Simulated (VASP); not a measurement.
Runs of VASP 6.6.1 on Hf. The structure is that of space group Fm-3m (No. 225), or close to it. The cells are those of the table. 

| task | cell | k mesh | cutoff (eV) | gap on the mesh (eV) | pressure (GPa) |
| --- | --- | --- | --- | --- | --- |
| single point | a = 3.112 Å, angles 60.0°, 1 atom | 14 × 14 × 14 | 520 | none | 9.4 |
| single point | a = 3.200 Å, angles 60.0°, 1 atom | 12 × 12 × 12 | 520 | none | 0.0 |
| single point | a = 3.283 Å, angles 60.0°, 1 atom | 14 × 14 × 14 | 520 | none | -6.5 |
| single point | a = 3.157 Å, angles 60.0°, 1 atom | 14 × 14 × 14 | 520 | none | (a) |
| single point | a = 3.200 Å, angles 60.0°, 1 atom | 14 × 14 × 14 | 520 | none | 0.0 |
| relaxation of cell and atoms | relaxed from a = 3.163 Å, angles 60.0°, 1 atom | 12 × 12 × 12 | 600 | none | 0.0 |
| single point | a = 3.067 Å, angles 60.0°, 1 atom | 14 × 14 × 14 | 520 | none | 15.6 |

Alike in all rows: level BLYP; potentials or basis VASP PAW PBE potentials, release 64 (Hf_pv); no spin polarisation; smearing fermi-dirac 0.1 eV.

Q: Estimate the missing entries.

A: (a) 4.3.

Caveats: the PAW data sets were made with another functional, which shifts forces and pressure a little; spin-orbit coupling is left out, which moves the levels of the heavy elements.

A k mesh can miss the band edges, and the runs leave out spin-orbit coupling on Hf.

A gap of «none» marks levels without a gap at the run's occupations.
